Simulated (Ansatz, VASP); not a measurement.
# Two plane-wave programs on MgZr2O2

The input INCAR:

```
SYSTEM = MgZr2O2
  ALGO = Normal
  EDIFF = 1E-7
  ENCUT = 520
  GGA = PE
  ISIF = 2
  ISMEAR = 0
  LASPH = .True.
  LCHARG = .False.
  LREAL = .False.
  LWAVE = .False.
  NBANDS = 49
  NELM = 100
  PREC = Accurate
  SIGMA = 0.2
```

Contents of KPOINTS:

```
k-points
0
Gamma
  6 6 4
  0 0 0
```

POSCAR

```
MgZr2O2
1.0
    4.4575596802      0.0000000000      0.0000000000
    0.0000000000      4.4575596802      0.0000000000
    0.0000000000      0.0000000000      8.4236786833
Mg Zr O
2 4 4
Direct
    0.5000000000      0.5000000000      0.0000000000
    0.5000000000      0.5000000000      0.5000000000
    0.5000000000      1.0000000000      0.2500000000
    0.5000000000      1.0000000000      0.7500000000
    0.0000000000      0.5000000000      0.2500000000
    0.0000000000      0.5000000000      0.7500000000
    0.5000000000      0.0000000000      0.0000000000
    0.5000000000      0.0000000000      0.5000000000
    1.0000000000      0.5000000000      0.0000000000
    1.0000000000      0.5000000000      0.5000000000
```

Input for Ansatz:

```yaml
crystal:
  lattice:
    - [4.4575596802, 0.0, 0.0]
    - [0.0, 4.4575596802, 0.0]
    - [0.0, 0.0, 8.4236786833]
  atoms:
    - { symbol: Mg, position: [0.5, 0.5, 0.0] }
    - { symbol: Mg, position: [0.5, 0.5, 0.5] }
    - { symbol: Zr, position: [0.5, 1.0, 0.25] }
    - { symbol: Zr, position: [0.5, 1.0, 0.75] }
    - { symbol: Zr, position: [0.0, 0.5, 0.25] }
    - { symbol: Zr, position: [0.0, 0.5, 0.75] }
    - { symbol: O, position: [0.5, 0.0, 0.0] }
    - { symbol: O, position: [0.5, 0.0, 0.5] }
    - { symbol: O, position: [1.0, 0.5, 0.0] }
    - { symbol: O, position: [1.0, 0.5, 0.5] }
basis:
  ecutwfc: 420
kpoints:
  mp_grid: { grid: [6, 6, 4] }
hamiltonian:
  xc: pbe
scf:
  occupations: { method: gaussian, width: 0.2 }
  lower_state_search: "off"
output:
  forces: true
  stress: true
  eigenvalues: true
```

Alike in both runs: task single point; functional PBE; k mesh 6 × 6 × 4; occupations gaussian, width 0.2 eV; no spin polarisation.

|  | VASP | Ansatz |
| --- | --- | --- |
| version | VASP 6.6.1 | Ansatz 0.2.0 |
| potentials or method | VASP PAW PBE potentials, release 64 (Mg, Zr_sv, O), cutoff 520 eV | scalar-relativistic, plane waves, PAW |
| valence electrons in the cell | 76 | 92 |

Ansatz gave:

* gap on the k mesh at the Fermi level (eV): none
* pressure (GPa): -0.1
* traceless stress, the component that is largest in VASP (GPa): 0.04

Which values does VASP return?

gap on the k mesh at the Fermi level (eV): none; pressure (GPa): -0.1; traceless stress, the component that is largest in VASP (GPa): 0.35.

A gap of «none» marks a metal or a gap that the smearing closes. VASP's potentials hold 76 valence electrons a cell and Ansatz's 92, so a difference there can come from the potentials and not from the codes.
